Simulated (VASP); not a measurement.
# Ag (Pmmn) in VASP: single point with PBE

Aim: the single point of Ag with PBE.

Program: VASP 6.6.1. These are calculated values, not measurements. Logs are shortened: lines on timing, memory, paths and dates and some standing lists are left out, and cuts for length are marked.

### 1 The cell of the first run

The typed cell holds 2 atoms: a = 2.991 Å, b = 4.003 Å, c = 2.991 Å, α = 90.00°, β = 90.00°, γ = 90.00°.

### 2 Single point, PBE

The input, INCAR:

```
  PREC = Accurate
  ENCUT = 520
  EDIFF = 1E-7
  ISMEAR = 0
  SIGMA = 0.1
  LREAL = F
  LASPH = T
  NELM = 80
  ALGO = Normal
  ISIF = 2
  LWAVE = F
  LCHARG = T
  GGA = PE
  LELF = T
  LVHAR = T
  NBANDS = 18
```

The input, KPOINTS:

```
regular mesh
0
Gamma
  6 4 6
```

The input, POSCAR:

```
Ag
1.0
    2.9905566050      0.0000000000      0.0000000000
    0.0000000000      4.0025033333      0.0000000000
    0.0000000000      0.0000000000      2.9907597235
Ag
2
Direct
    0.0000000000      0.0000000000      0.7499161135
    0.5000000000      0.5000000000      0.2500838865
```

Potentials or basis: VASP PAW PBE potentials, release 64 (Ag).

Started as:

```
cat potpaw_PBE.64/Ag/POTCAR > POTCAR
mpirun -np 1 vasp_std > vasp.out
```

OUTCAR:

```text
PREC = Accurate
   ENCUT = 520
   EDIFF = 1E-7
   ISMEAR = 0
   LREAL = F
   LASPH = T
   NELM = 80
   ISIF = 2
   GGA = PE

 ion  position               nearest neighbor table
   1  0.000  0.000  0.750-   2 2.91   2 2.91   2 2.91   2 2.91   2 2.91   2 2.91   2 2.91   2 2.91

   2  0.500  0.500  0.250-   1 2.91   1 2.91   1 2.91   1 2.91   1 2.91   1 2.91   1 2.91   1 2.91

  LATTYP: Found a simple orthorhombic cell.
 ALAT       =     2.9905566050
 B/A-ratio  =     1.0000679200
 C/A-ratio  =     1.3383807304

  Lattice vectors:

 A1 = (  -2.9905566050,   0.0000000000,   0.0000000000)
 A2 = (   0.0000000000,   0.0000000000,   2.9907597235)
 A3 = (   0.0000000000,   4.0025033333,   0.0000000000)

Analysis of symmetry for initial positions (statically):
=====================================================================
 Subroutine PRICEL returns:
 Original cell was already a primitive cell.

 Routine SETGRP: Setting up the symmetry group for a
 simple orthorhombic supercell.

 Subroutine GETGRP returns: Found  8 space group operations
 (whereof  4 operations were pure point group operations)
 out of a pool of  8 trial point group operations.

The static configuration has the point symmetry C_2v.
 The point group associated with its full space group is D_2h.

Analysis of symmetry for dynamics (positions and initial velocities):
=====================================================================
 Subroutine PRICEL returns:
 Original cell was already a primitive cell.

 Routine SETGRP: Setting up the symmetry group for a
 simple orthorhombic supercell.

 Subroutine GETGRP returns: Found  8 space group operations
 (whereof  4 operations were pure point group operations)
 out of a pool of  8 trial point group operations.

The dynamic configuration has the point symmetry C_2v.
 The point group associated with its full space group is D_2h.

 Subroutine INISYM returns: Found  8 space group operations
 (whereof  4 operations are pure point group operations),
 and found     1 'primitive' translations

----------------------------------------------------------------------------------------

                                     Primitive cell

  volume of cell :      35.7985

  direct lattice vectors                    reciprocal lattice vectors
     2.990556605  0.000000000  0.000000000     0.334385913  0.000000000  0.000000000
     0.000000000  4.002503333  0.000000000     0.000000000  0.249843640  0.000000000
     0.000000000  0.000000000  2.990759724     0.000000000  0.000000000  0.334363203

  length of vectors
     2.990556605  4.002503333  2.990759724     0.334385913  0.249843640  0.334363203

  position of ions in fractional coordinates (direct lattice)
     0.000000000  0.000000000  0.749916113
     0.500000000  0.500000000  0.250083887

  ion indices of the primitive-cell ions
   primitive index   ion index
                 1           1
                 2           2

----------------------------------------------------------------------------------------

 KPOINTS: regular mesh

Automatic generation of k-mesh.
 Grid dimensions read from file:
 generate k-points for:    6    4    6

 Generating k-lattice:

  Cartesian coordinates                     Fractional coordinates (reciprocal lattice)
     0.055730985  0.000000000  0.000000000     0.166666667  0.000000000  0.000000000
     0.000000000  0.062460910  0.000000000     0.000000000  0.250000000  0.000000000
     0.000000000  0.000000000  0.055727200     0.000000000  0.000000000  0.166666667

  Length of vectors
     0.055730985  0.062460910  0.055727200

  Shift w.r.t. Gamma in fractional coordinates (k-lattice)
     0.000000000  0.000000000  0.000000000

 Subroutine IBZKPT returns following result:
 ===========================================

 Found     48 irreducible k-points:

 Following reciprocal coordinates:
            Coordinates               Weight
  0.000000  0.000000  0.000000      1.000000
  0.166667  0.000000  0.000000      2.000000
  0.333333  0.000000  0.000000      2.000000
  0.500000  0.000000  0.000000      1.000000
  0.000000  0.250000  0.000000      2.000000
  0.166667  0.250000  0.000000      4.000000
[... 16 lines left out ...]
  0.333333  0.500000  0.166667      4.000000
  0.500000  0.500000  0.166667      2.000000
 [... further k-points ...]
   k-points           NKPTS =     48   k-points in BZ     NKDIM =     48   number of bands    NBANDS=     18
   number of dos      NEDOS =    301   number of ions     NIONS =      2
   total plane-waves  NPLWV =  17280
   dimension x,y,z NGX =    24 NGY =   30 NGZ =   24
   dimension x,y,z NGXF=    48 NGYF=   60 NGZF=   48
   ions per type =               2
   NGX,Y,Z   is equivalent  to a cutoff of  13.34, 12.46, 13.34 a.u.
   NGXF,Y,Z  is equivalent  to a cutoff of  26.68, 24.92, 26.68 a.u.
 SYSTEM =  unknown system
   PREC   = accura    normal or accurate (medium, high low for compatibility)
   ISTART =      0    job   : 0-new  1-cont  2-samecut
   ICHARG =      2    charge: 1-file 2-atom 10-const
   ISPIN  =      1    spin polarized calculation?
   LNONCOLLINEAR =      F non collinear calculations
   LSORBIT =      F    spin-orbit coupling
   LASPH  =      T    aspherical Exc in radial PAW
   ENCUT  =  520.0 eV  38.22 Ry    6.18 a.u.   5.56  7.44  5.56*2*pi/ulx,y,z
   NELM   =     80;   NELMIN=  2; NELMDL= -5     # of ELM steps
   EDIFF  = 0.1E-06   stopping-criterion for ELM
   LREAL  =      F    real-space projection
   EDIFFG = 0.1E-05   stopping-criterion for IOM
   NSW    =      0    number of steps for IOM
   IBRION =     -1    ionic relax: 0-MD 1-quasi-New 2-CG
   NFREE  =      0    steps in history (QN), initial steepest desc. (CG)
   ISIF   =      2    stress and relaxation
   ISYM   =      2    0-nonsym 1-usesym 2-fastsym
   POTIM  = 0.5000    time-step for ionic-motion
   TEBEG  =    0.0;   TEEND  =   0.0 temperature during run
   PSTRESS=    0.0 pullay stress
   NELECT =      22.0000    total number of electrons
   NUPDOWN=      -1.0000    fix difference up-down
   EMIN   =  10.00;   EMAX   =-10.00  energy-range for DOS
   EFERMI =   0.00;   METHOD = LEGACY
   ISMEAR =     0;   SIGMA  =   0.10  broadening in eV -4-tet -1-fermi 0-gaus
   EFERMI_NEDOS =   21; number of points for ismear=-14 and -15
   IALGO  =     38    algorithm
   IMIX   =      4    mixing-type and parameters
     AMIX     =   0.40;   BMIX     =  1.00
     AMIX_MAG =   1.60;   BMIX_MAG =  1.00
  volume/ion in A,a.u.               =      17.90       120.79
  Fermi-wavevector in a.u.,A,eV,Ry     =   1.391855  2.630224 26.358025  1.937260
  Thomas-Fermi vector in A             =   2.515654
   LORBIT       =      0    0 simple, 1 ext, 2 COOP (PROOUT), +10 PAW based schemes
   GGA     = PE    functional components
   LHFCALC =     F    Hartree Fock is set to
   AEXX    =    0.0000 exact exchange contribution
   IVDW    =     0    specifies the selected vdW correction
   LEPSILON=     F    determine dielectric tensor
   LRPA    =     F    only Hartree local field effects (RPA)
 non-spin polarized calculation
 Gauss-broadening in eV      SIGMA  =   0.10
  energy-cutoff  :      520.00
  volume of cell :       35.80
 maximum number of plane-waves:       983
 NGX is ok and might be reduce to    24
   NGX = 11   NGY = 15   NGZ = 11

 number of electron      21.9999994 magnetization

 Free energy of the ion-electron system (eV)
  ---------------------------------------------------
  ext. energy  EPLUGINS =         0.00000000
  ---------------------------------------------------
  free energy    TOTEN  =        -5.40310735 eV

  energy without entropy =       -5.40117169  energy(sigma->0) =       -5.40213952

 E-fermi :   7.7683     XC(G=0): -11.9224

 val. band max:        7.5128964830   @ k =   0.5000   0.5000   0.0000
 cond. band min:       7.8764922665   @ k =   0.1667   0.2500   0.5000
 fundamental gap:      0.3635957835
 Fermi energy:         7.7683476133

 k-point     1 :       0.0000    0.0000    0.0000
  band No.  band energies     occupation
      1       0.3554      2.00000
      2       1.6445      2.00000
      3       1.7661      2.00000
      4       3.0412      2.00000
      5       3.0416      2.00000
      6       3.3451      2.00000
[... 10 lines left out ...]
     17      23.7465      0.00000
     18      23.7880      0.00000

 k-point     2 :       0.1667    0.0000    0.0000
  band No.  band energies     occupation
      1       0.8756      2.00000
      2       1.8528      2.00000
      3       2.0470      2.00000
      4       2.9461      2.00000
      5       3.1744      2.00000
      6       3.4770      2.00000
[... 10 lines left out ...]
     17      23.6538      0.00000
     18      24.0646      0.00000

 k-point     3 :       0.3333    0.0000    0.0000
  band No.  band energies     occupation
      1       2.0865      2.00000
      2       2.2821      2.00000
      3       2.7328      2.00000
      4       2.8112      2.00000
      5       3.4591      2.00000
      6       3.4831      2.00000
[... 10 lines left out ...]
     17      20.8683      0.00000
     18      23.5581      0.00000

 k-point     4 :       0.5000    0.0000    0.0000
  band No.  band energies     occupation
      1       2.6780      2.00000
      2       2.6780      2.00000
      3       2.9276      2.00000
      4       2.9276      2.00000
      5       3.1704      2.00000
      6       3.1704      2.00000
[... 10 lines left out ...]
     17      24.1233      0.00000
     18      24.1233      0.00000

 k-point     5 :       0.0000    0.2500    0.0000
  band No.  band energies     occupation
      1       1.0076      2.00000
      2       1.9017      2.00000
      3       1.9752      2.00000
      4       3.0885      2.00000
      5       3.2595      2.00000
      6       3.2598      2.00000
[... 10 lines left out ...]
     17      23.7269      0.00000
     18      23.7542      0.00000

 k-point     6 :       0.1667    0.2500    0.0000
  band No.  band energies     occupation
      1       1.4001      2.00000
      2       2.0412      2.00000
      3       2.2897      2.00000
      4       3.0847      2.00000
      5       3.2248      2.00000
      6       3.4287      2.00000
[... 10 lines left out ...]
     17      23.5883      0.00000
     18      24.2465      0.00000

 k-point     7 :       0.3333    0.2500    0.0000
  band No.  band energies     occupation
      1       1.8228      2.00000
      2       2.1588      2.00000
      3       2.8699      2.00000
      4       3.1483      2.00000
      5       3.4060      2.00000
      6       3.5548      2.00000
[... 10 lines left out ...]
     17      23.3332      0.00000
     18      23.7781      0.00000

 k-point     8 :       0.5000    0.2500    0.0000
  band No.  band energies     occupation
      1       1.9808      2.00000
      2       1.9808      2.00000
      3       3.1459      2.00000
      4       3.1459      2.00000
      5       3.2103      2.00000
      6       3.2103      2.00000
[... 10 lines left out ...]
     17      23.6039      0.00000
     18      23.6039      0.00000
[... 229 lines left out ...]
     17      22.0224      0.00000
     18      23.1061      0.00000

 k-point    20 :       0.5000    0.2500    0.1667
  band No.  band energies     occupation
      1       2.1185      2.00000
      2       2.1185      2.00000
      3       2.8419      2.00000
      4       2.8419      2.00000
      5       3.5468      2.00000
      6       3.5468      2.00000
[... 10 lines left out ...]
     17      22.2335      0.00000
     18      22.2335      0.00000

 k-point    21 :       0.0000    0.5000    0.1667
  band No.  band energies     occupation
      1       2.1911      2.00000
      2       2.1911      2.00000
      3       2.8565      2.00000
      4       2.8565      2.00000
      5       3.4260      2.00000
      6       3.4260      2.00000
[... 10 lines left out ...]
     17      23.3786      0.00000
     18      23.3786      0.00000

 k-point    22 :       0.1667    0.5000    0.1667
  band No.  band energies     occupation
      1       2.5974      2.00000
      2       2.5974      2.00000
      3       2.6773      2.00000
      4       2.6773      2.00000
      5       3.1552      2.00000
      6       3.1552      2.00000
[... 10 lines left out ...]
     17      24.9222      0.00000
     18      24.9222      0.00000

 k-point    23 :       0.3333    0.5000    0.1667
  band No.  band energies     occupation
      1       2.1774      2.00000
      2       2.1774      2.00000
      3       2.9140      2.00000
      4       2.9140      2.00000
      5       3.5429      2.00000
      6       3.5429      2.00000
[... 10 lines left out ...]
     17      24.0225      0.00000
     18      24.0225      0.00000

 k-point    24 :       0.5000    0.5000    0.1667
  band No.  band energies     occupation
      1       1.9797      2.00000
      2       1.9797      2.00000
      3       2.8214      2.00000
      4       2.8214      2.00000
      5       3.4977      2.00000
      6       3.4977      2.00000
[... 10 lines left out ...]
     17      21.5422      0.00000
     18      21.5422      0.00000

 [... further k-points ...]

------------------------ aborting loop because EDIFF is reached ----------------------------------------

  FORCE on cell =-STRESS in cart. coord.  units (eV):
  Direction    XX          YY          ZZ          XY          YZ          ZX
  --------------------------------------------------------------------------------------
  -------------------------------------------------------------------------------------
  Total       -0.1053306      0.0405575     -0.1061188      0.0000000      0.0000000      0.0000000
  in kB       -4.7141107      1.8151670     -4.7493872      0.0000000      0.0000000      0.0000000
  external PRESSURE =      -2.5494437 kB  Pullay stress =       0.0000000 kB

 VOLUME and BASIS-vectors are now :
 -----------------------------------------------------------------------------
  energy-cutoff  :      520.00
  volume of cell :       35.80
      direct lattice vectors                 reciprocal lattice vectors
     2.990556605  0.000000000  0.000000000     0.334385913  0.000000000  0.000000000
     0.000000000  4.002503333  0.000000000     0.000000000  0.249843640  0.000000000
     0.000000000  0.000000000  2.990759724     0.000000000  0.000000000  0.334363203

 POSITION                                       TOTAL-FORCE (eV/Angst)
 -----------------------------------------------------------------------------------
      0.00000      0.00000      2.24282         0.000000      0.000000      0.001286
      1.49528      2.00125      0.74794         0.000000      0.000000     -0.001286
 -----------------------------------------------------------------------------------
    total drift:                                0.000000      0.000000      0.000000

  FREE ENERGIE OF THE ION-ELECTRON SYSTEM (eV)
  ---------------------------------------------------
  free  energy   TOTEN  =        -5.4031073538 eV

  energy  without entropy=       -5.4011716877  energy(sigma->0) =       -5.40213952
```

Wall time 9.8 s (1 thread of Intel Xeon 6975P-C (Granite Rapids), shared host); peak memory 0.15 GiB.

Results:

```yaml
Free_energy: -5.4031 eV
Pressure: -0.3 GPa
Band_gap_on_the_k_mesh: zero (band 11 reaches 13.57 eV, above the bottom of band 12 at 4.34 eV)
```

Caveat: the k points lie up to 0.39 Å⁻¹ apart.
